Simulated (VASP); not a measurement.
## BiW: single point with PBE

BiW:

```
CELL_PARAMETERS angstrom
4.54417 0.00000 0.00000
-2.27209 3.93537 0.00000
0.00000 0.00000 5.12694
ATOMIC_POSITIONS crystal
W 0.00000 0.00000 0.00000
W 0.00000 0.00000 0.50000
Bi 0.33333 0.66667 0.25000
Bi 0.66667 0.33333 0.75000
```

This cell differs from its parent crystal: volume scaled by 0.960.

- Program: VASP 6.6.1
- Task: single point
- Functional: PBE
- Potentials or basis: VASP PAW PBE potentials, release 64 (W_sv, Bi_d)
- Cutoff: 520 eV
- k mesh: 10 × 10 × 6
- Occupations: gaussian, width 0.05 eV
- Spin: no spin polarisation
- Dipole correction: no
- Further INCAR settings: ALGO = Fast; EDIFF = 1e-06; NBANDS = 37

| Item | Value |
| --- | --- |
| Pressure | 5.1 GPa |
| Band gap on the k mesh | zero (band 29 reaches 9.86 eV, above the bottom of band 30 at 8.36 eV) |

Stress tensor (GPa, compression positive):
```
4.97 0.00 0.00
0.00 4.97 0.00
0.00 0.00 5.27
```

Levels at points of the mesh, in eV from the Fermi level:
| k point | band 26 | band 27 | band 28 | band 29 | band 30 | band 31 | band 32 | band 33 |
| --- | --- | --- | --- | --- | --- | --- | --- | --- |
| (0.00, 0.00, 0.00) | -2.20 | 0.24 | 0.24 | 0.41 | 0.41 | 2.53 | 3.07 | 3.30 |
| (0.50, 0.00, 0.00) | -1.83 | -1.54 | -1.52 | -0.86 | 0.66 | 0.79 | 1.25 | 3.30 |
| (0.00, 0.00, 0.50) | -1.84 | -0.59 | -0.59 | -0.59 | -0.59 | -0.14 | -0.14 | 4.65 |
| (0.50, 0.00, 0.50) | -1.69 | -0.03 | -0.03 | 0.00 | 0.00 | 0.07 | 0.07 | 2.68 |

Wall time 79 s on 1 thread of Intel(R) Xeon(R) 6975P-C (Granite Rapids), with other jobs on the host, peak memory 0.32 GiB.

Caveat: spin-orbit coupling is left out, which moves the levels of the heavy elements.
